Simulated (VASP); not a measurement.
# Os (C2/c) in VASP: single point with PBE

Aim: the single point of Os with PBE.

Everything below comes from runs of VASP 6.6.1. Logs are shortened: lines on timing, memory, paths and dates and some standing lists are left out, and cuts for length are marked.

## (1) The cell of the first run

The typed cell holds 2 atoms: a = 4.269 Å, b = 4.269 Å, c = 2.746 Å, α = 90.01°, β = 90.01°, γ = 142.03°.

## (2) Single point, PBE

INCAR

```
SYSTEM = Os
PREC = Accurate ; ENCUT = 560
EDIFF = 1E-6 ; ISMEAR = 0
SIGMA = 0.1 ; LREAL = .False.
LASPH = .True. ; NELM = 120
ALGO = Normal ; ISIF = 2
LWAVE = .False. ; LCHARG = .False.
GGA = PE ; NBANDS = 23
GGA_COMPAT = .False.
```

KPOINTS

```
Automatic mesh
0
Gamma
  8 8 6
  0 0 0
```

POSCAR

```
Os
1.0
    1.3885688789     -4.0367962255      0.0267174559
    1.3885688789      4.0367962255      0.0267174559
   -0.0535937504      0.0000000000      2.7457817308
Os
2
Direct
    0.8548707623      0.1451292377      0.2500000000
    0.1451292377      0.8548707623      0.7500000000
```

Potentials or basis: VASP PAW PBE potentials, release 64 (Os_sv_GW).

On the command line:

```console
$ cat potpaw_PBE.64/Os_sv_GW/POTCAR > POTCAR
$ mpirun -np 1 vasp_std > vasp.out
```

OUTCAR:

```text
SYSTEM = Os
   PREC = Accurate
   ENCUT = 560
   EDIFF = 1E-6
   ISMEAR = 0
   LREAL = .False.
   LASPH = .True.
   NELM = 120
   ISIF = 2
   GGA = PE

 ion  position               nearest neighbor table
   1  0.855  0.145  0.250-   2 2.58   2 2.58   2 2.59   2 2.59   2 2.72   2 2.72
   2  0.145  0.855  0.750-   1 2.58   1 2.58   1 2.59   1 2.59   1 2.72   1 2.72

  LATTYP: Found a base centered monoclinic cell.
 ALAT       =     2.7776517808
 B/A-ratio  =     2.9066251237
 C/A-ratio  =     0.9887145454
 COS(beta)  =    -0.0002774706

  Lattice vectors:

 A1 = (   1.3885688789,  -4.0367962255,   0.0267174559)
 A2 = (   1.3885688789,   4.0367962255,   0.0267174559)
 A3 = (  -0.0535937504,   0.0000000000,   2.7457817308)

Analysis of symmetry for initial positions (statically):
=====================================================================
 Subroutine PRICEL returns:
 Original cell was already a primitive cell.

 Routine SETGRP: Setting up the symmetry group for a
 base centered monoclinic supercell.

 Subroutine GETGRP returns: Found  4 space group operations
 (whereof  2 operations were pure point group operations)
 out of a pool of  4 trial point group operations.

The static configuration has the point symmetry S_2 .
 The point group associated with its full space group is C_2h.

Analysis of symmetry for dynamics (positions and initial velocities):
=====================================================================
 Subroutine PRICEL returns:
 Original cell was already a primitive cell.

 Routine SETGRP: Setting up the symmetry group for a
 base centered monoclinic supercell.

 Subroutine GETGRP returns: Found  4 space group operations
 (whereof  2 operations were pure point group operations)
 out of a pool of  4 trial point group operations.

The dynamic configuration has the point symmetry S_2 .
 The point group associated with its full space group is C_2h.

 Subroutine INISYM returns: Found  4 space group operations
 (whereof  2 operations are pure point group operations),
 and found     1 'primitive' translations

----------------------------------------------------------------------------------------

                                     Primitive cell

  volume of cell :      30.7938

  direct lattice vectors                    reciprocal lattice vectors
     1.388568879 -4.036796225  0.026717456     0.359947785 -0.123860599  0.007025668
     1.388568879  4.036796225  0.026717456     0.359947785  0.123860599  0.007025668
    -0.053593750  0.000000000  2.745781731    -0.007004846  0.000000000  0.364058284

  length of vectors
     4.269023439  4.269023439  2.746304718     0.380727220  0.380727220  0.364125667

  position of ions in fractional coordinates (direct lattice)
     0.854870762  0.145129238  0.250000000
     0.145129238  0.854870762  0.750000000

  ion indices of the primitive-cell ions
   primitive index   ion index
                 1           1
                 2           2

----------------------------------------------------------------------------------------

 KPOINTS: Automatic mesh

Automatic generation of k-mesh.
 Grid dimensions read from file:
 generate k-points for:    8    8    6

 Generating k-lattice:

  Cartesian coordinates                     Fractional coordinates (reciprocal lattice)
     0.044993473 -0.015482575  0.000878209     0.125000000  0.000000000  0.000000000
     0.044993473  0.015482575  0.000878209     0.000000000  0.125000000  0.000000000
    -0.001167474  0.000000000  0.060676381     0.000000000  0.000000000  0.166666667

  Length of vectors
     0.047590902  0.047590902  0.060687611

  Shift w.r.t. Gamma in fractional coordinates (k-lattice)
     0.000000000  0.000000000  0.000000000

 Subroutine IBZKPT returns following result:
 ===========================================

 Found    114 irreducible k-points:

 Following reciprocal coordinates:
            Coordinates               Weight
  0.000000  0.000000  0.000000      1.000000
  0.125000 -0.000000  0.000000      4.000000
  0.250000 -0.000000  0.000000      4.000000
  0.375000  0.000000 -0.000000      4.000000
  0.500000 -0.000000  0.000000      2.000000
  0.125000  0.125000  0.000000      2.000000
[... 16 lines left out ...]
  0.125000 -0.000000  0.166667      4.000000
  0.250000 -0.000000  0.166667      4.000000
 [... further k-points ...]
   k-points           NKPTS =    114   k-points in BZ     NKDIM =    114   number of bands    NBANDS=     23
   number of dos      NEDOS =    301   number of ions     NIONS =      2
   total plane-waves  NPLWV =  31104
   dimension x,y,z NGX =    36 NGY =   36 NGZ =   24
   dimension x,y,z NGXF=    72 NGYF=   72 NGZF=   48
   ions per type =               2
   NGX,Y,Z   is equivalent  to a cutoff of  14.02, 14.02, 14.53 a.u.
   NGXF,Y,Z  is equivalent  to a cutoff of  28.04, 28.04, 29.06 a.u.
 SYSTEM =  Os
   PREC   = accura    normal or accurate (medium, high low for compatibility)
   ISTART =      0    job   : 0-new  1-cont  2-samecut
   ICHARG =      2    charge: 1-file 2-atom 10-const
   ISPIN  =      1    spin polarized calculation?
   LNONCOLLINEAR =      F non collinear calculations
   LSORBIT =      F    spin-orbit coupling
   LASPH  =      T    aspherical Exc in radial PAW
   ENCUT  =  560.0 eV  41.16 Ry    6.42 a.u.   8.24  8.24  5.30*2*pi/ulx,y,z
   NELM   =    120;   NELMIN=  2; NELMDL= -5     # of ELM steps
   EDIFF  = 0.1E-05   stopping-criterion for ELM
   LREAL  =      F    real-space projection
   EDIFFG = 0.1E-04   stopping-criterion for IOM
   NSW    =      0    number of steps for IOM
   IBRION =     -1    ionic relax: 0-MD 1-quasi-New 2-CG
   NFREE  =      0    steps in history (QN), initial steepest desc. (CG)
   ISIF   =      2    stress and relaxation
   ISYM   =      2    0-nonsym 1-usesym 2-fastsym
   POTIM  = 0.5000    time-step for ionic-motion
   TEBEG  =    0.0;   TEEND  =   0.0 temperature during run
   PSTRESS=    0.0 pullay stress
   NELECT =      32.0000    total number of electrons
   NUPDOWN=      -1.0000    fix difference up-down
   EMIN   =  10.00;   EMAX   =-10.00  energy-range for DOS
   EFERMI =   0.00;   METHOD = LEGACY
   ISMEAR =     0;   SIGMA  =   0.10  broadening in eV -4-tet -1-fermi 0-gaus
   EFERMI_NEDOS =   21; number of points for ismear=-14 and -15
   IALGO  =     38    algorithm
   IMIX   =      4    mixing-type and parameters
     AMIX     =   0.40;   BMIX     =  1.00
     AMIX_MAG =   1.60;   BMIX_MAG =  1.00
  volume/ion in A,a.u.               =      15.40       103.90
  Fermi-wavevector in a.u.,A,eV,Ry     =   1.658201  3.133545 37.410973  2.749629
  Thomas-Fermi vector in A             =   2.745822
   LORBIT       =      0    0 simple, 1 ext, 2 COOP (PROOUT), +10 PAW based schemes
   GGA     = PE    functional components
   LHFCALC =     F    Hartree Fock is set to
   AEXX    =    0.0000 exact exchange contribution
   IVDW    =     0    specifies the selected vdW correction
   LEPSILON=     F    determine dielectric tensor
   LRPA    =     F    only Hartree local field effects (RPA)
 non-spin polarized calculation
 Gauss-broadening in eV      SIGMA  =   0.10
  energy-cutoff  :      560.00
  volume of cell :       30.79
 maximum number of plane-waves:       944
 NGX is ok and might be reduce to    36
   NGX = 17   NGY = 17   NGZ = 11

 number of electron      32.0000000 magnetization

 Free energy of the ion-electron system (eV)
  ---------------------------------------------------
  ext. energy  EPLUGINS =         0.00000000
  ---------------------------------------------------
  free energy    TOTEN  =       -23.96227335 eV

  energy without entropy =      -23.95518426  energy(sigma->0) =      -23.95872880

 E-fermi :  12.0434     XC(G=0): -13.9008

 val. band max:       12.0275335270   @ k =   0.2500   0.1250  -0.0000
 cond. band min:      12.0476915043   @ k =  -0.2500   0.1250   0.0000
 fundamental gap:      0.0201579773
 Fermi energy:        12.0433772693

 k-point     1 :       0.0000    0.0000    0.0000
  band No.  band energies     occupation
      1     -74.5413      2.00000
      2     -74.3906      2.00000
      3     -34.4073      2.00000
      4     -33.8399      2.00000
      5     -33.7533      2.00000
      6     -33.4237      2.00000
[... 15 lines left out ...]
     22      24.1872      0.00000
     23      27.2984      0.00000

 k-point     2 :       0.1250   -0.0000    0.0000
  band No.  band energies     occupation
      1     -74.5325      2.00000
      2     -74.3926      2.00000
      3     -34.3872      2.00000
      4     -33.8435      2.00000
      5     -33.8179      2.00000
      6     -33.4850      2.00000
[... 15 lines left out ...]
     22      25.3176      0.00000
     23      26.0662      0.00000

 k-point     3 :       0.2500   -0.0000    0.0000
  band No.  band energies     occupation
      1     -74.5086      2.00000
      2     -74.3997      2.00000
      3     -34.3499      2.00000
      4     -34.0288      2.00000
      5     -33.7586      2.00000
      6     -33.6100      2.00000
[... 15 lines left out ...]
     22      23.9445      0.00000
     23      25.4935      0.00000

 k-point     4 :       0.3750    0.0000   -0.0000
  band No.  band energies     occupation
      1     -74.4781      2.00000
      2     -74.4138      2.00000
      3     -34.3446      2.00000
      4     -34.1927      2.00000
      5     -33.6802      2.00000
      6     -33.6785      2.00000
[... 15 lines left out ...]
     22      24.1300      0.00000
     23      26.6804      0.00000

 k-point     5 :       0.5000   -0.0000    0.0000
  band No.  band energies     occupation
      1     -74.4576      2.00000
      2     -74.4272      2.00000
      3     -34.3576      2.00000
      4     -34.2551      2.00000
      5     -33.6807      2.00000
      6     -33.6224      2.00000
[... 434 lines left out ...]
 k-point    22 :      -0.0000   -0.0000    0.1667
  band No.  band energies     occupation
      1     -74.5247      2.00000
      2     -74.3937      2.00000
      3     -34.3430      2.00000
      4     -33.9557      2.00000
      5     -33.7212      2.00000
      6     -33.5273      2.00000
[... 15 lines left out ...]
     22      23.1544      0.00000
     23      27.4689      0.00000

 k-point    23 :       0.1250   -0.0000    0.1667
  band No.  band energies     occupation
      1     -74.5165      2.00000
      2     -74.3949      2.00000
      3     -34.3264      2.00000
      4     -33.9371      2.00000
      5     -33.8068      2.00000
      6     -33.5685      2.00000
[... 15 lines left out ...]
     22      23.9868      0.00000
     23      26.4361      0.00000

 k-point    24 :       0.2500   -0.0000    0.1667
  band No.  band energies     occupation
      1     -74.4946      2.00000
      2     -74.4001      2.00000
      3     -34.2947      2.00000
      4     -34.0184      2.00000
      5     -33.8545      2.00000
      6     -33.6720      2.00000
[... 15 lines left out ...]
     22      23.4282      0.00000
     23      25.4452      0.00000

 [... further k-points ...]

------------------------ aborting loop because EDIFF is reached ----------------------------------------

  FORCE on cell =-STRESS in cart. coord.  units (eV):
  Direction    XX          YY          ZZ          XY          YZ          ZX
  --------------------------------------------------------------------------------------
  -------------------------------------------------------------------------------------
  Total       -0.1620963     -0.1757942     -0.2438755      0.0000000      0.0000000      0.0082890
  in kB       -8.4337444     -9.1464342    -12.6886516      0.0000000      0.0000000      0.4312688
  external PRESSURE =     -10.0896101 kB  Pullay stress =       0.0000000 kB

 VOLUME and BASIS-vectors are now :
 -----------------------------------------------------------------------------
  energy-cutoff  :      560.00
  volume of cell :       30.79
      direct lattice vectors                 reciprocal lattice vectors
     1.388568879 -4.036796225  0.026717456     0.359947785 -0.123860599  0.007025668
     1.388568879  4.036796225  0.026717456     0.359947785  0.123860599  0.007025668
    -0.053593750  0.000000000  2.745781731    -0.007004846  0.000000000  0.364058284

 POSITION                                       TOTAL-FORCE (eV/Angst)
 -----------------------------------------------------------------------------------
      1.37517     -2.86508      0.71316        -0.000000     -0.029315     -0.000000
      1.34837      2.86508      2.08605         0.000000      0.029315      0.000000
 -----------------------------------------------------------------------------------
    total drift:                                0.000000     -0.000000     -0.000000

  FREE ENERGIE OF THE ION-ELECTRON SYSTEM (eV)
  ---------------------------------------------------
  free  energy   TOTEN  =       -23.9622733535 eV

  energy  without entropy=      -23.9551842554  energy(sigma->0) =      -23.95872880
```

Run time: 75 s. Hardware: 1 thread of AMD EPYC 9R45 (Zen 5), shared host; peak memory 0.2 GiB.

Results:

```
Free energy            : -23.9623 eV
Pressure               : -1.0 GPa
Largest force          : 0.029 eV/Å
Band gap on the k mesh : zero (bands 16 and 17 overlap by 3.06 eV)
```

Forces on the atoms (eV/Å):
```
Os   0.000 -0.029  0.000
Os   0.000  0.029  0.000
```

Stress tensor (GPa, compression positive):
```
-0.84  0.00  0.04
 0.00 -0.91  0.00
 0.04  0.00 -1.27
```

Levels at points of the mesh, in eV from the Fermi level:
```csv
k point,band 12,band 13,band 14,band 15,band 16,band 17,band 18,band 19,band 20,band 21
"(0.00, 0.00, 0.00)",-3.54,-3.18,-1.76,-1.20,0.01,0.23,1.81,2.86,2.95,9.55
"(0.50, 0.00, 0.00)",-2.94,-2.81,-2.55,-2.54,-0.97,0.84,2.34,3.32,3.42,4.52
"(0.50, 0.50, 0.00)",-3.97,-3.47,-2.84,-1.29,-0.30,-0.28,0.48,2.24,2.51,11.67
"(0.00, 0.00, 0.50)",-4.46,-3.19,-3.19,-1.94,-1.94,2.21,2.21,4.05,4.05,9.88
"(0.50, 0.00, 0.50)",-5.71,-1.26,-1.26,0.94,0.94,2.74,2.74,4.95,4.96,10.95
"(0.50, 0.50, 0.50)",-3.61,-2.41,-2.41,-0.28,-0.28,0.77,0.77,2.18,2.18,7.44
```

Caveat: the k points lie up to 0.38 Å⁻¹ apart, too coarse for converged energies and pressures of a metal; spin-orbit coupling is left out, which moves the levels of the heavy elements.

The gap in the log of VASP goes by the Fermi energy; the results here count the filled bands.